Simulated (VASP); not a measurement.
Set up this calculation in VASP 6.6.1, as the native input.

| Item | Value |
| --- | --- |
| Task | relaxation of cell and atoms |
| Functional | PBE |
| Dispersion | D4 |
| Potentials or basis | VASP PAW PBE potentials, release 64 (Sn_d, O) |
| Cutoff | 600 eV |
| k mesh | 7 × 7 × 6 |
| Occupations | fermi-dirac, width 0.05 eV |
| Spin | no spin polarisation |
| Dipole correction | no |
| Further INCAR settings | ALGO = Normal; EDIFF = 1e-06; IBRION = 2; EDIFFG = -0.01; NSW = 60; ISIF = 3 |

The structure of SnO lies in POSCAR:

```
SnO
1.0
    3.8136952200      0.0000000000      0.0000000000
    0.0000000000      3.8136952200      0.0000000000
    0.0000000000      0.0000000000      4.8869133000
Sn O
2 2
Direct
    0.5000000000      0.0000000000      0.7646261400
    0.0000000000      0.5000000000      0.2353738600
    0.0000000000      0.0000000000      0.0000000000
    0.5000000000      0.5000000000      0.0000000000
```

The input as run:

INCAR

```
SYSTEM = SnO
  ALGO = Normal
  EDIFF = 1E-6
  EDIFFG = -0.01
  ENCUT = 600
  GGA = PE
  IBRION = 2
  ISIF = 3
  ISMEAR = -1
  IVDW = 13
  LASPH = .TRUE.
  LCHARG = .FALSE.
  LREAL = .FALSE.
  LWAVE = .FALSE.
  NELM = 100
  NSW = 60
  PREC = Accurate
  SIGMA = 0.05
```

KPOINTS

```
k-points
0
G
  7 7 6
  0 0 0
```

Potentials or basis: VASP PAW PBE potentials, release 64 (Sn_d, O).

The run is started by

```console
$ cat potpaw_PBE.64/Sn_d/POTCAR potpaw_PBE.64/O/POTCAR > POTCAR
$ mpirun -np 1 vasp_std > vasp.out
```

It gave:

```yaml
Relaxed_volume: 17.34 Å³/atom
Relaxed_cell: a = 3.835 Å, b = 3.835 Å, c = 4.717 Å, α = 90.00°, β = 90.00°, γ = 90.00°
Space_group_after_relaxing_to_0.05_Å: P4/nmm (No. 129)
Energy_gained_by_relaxing: 5.6 meV/atom
Ionic_steps: 12
Pressure_after_relaxing: 0.0 GPa
Band_gap_on_the_k_mesh: 0.17 eV, indirect (least direct gap 1.91 eV)
Dispersion_energy_per_atom: -0.276 eV
```

Caveat: spin-orbit coupling is left out, which moves the levels of the heavy elements.

It took 3.5 min on 1 thread of Intel(R) Xeon(R) 6975P-C (Granite Rapids), with other jobs on the host, peak memory 0.24 GiB.
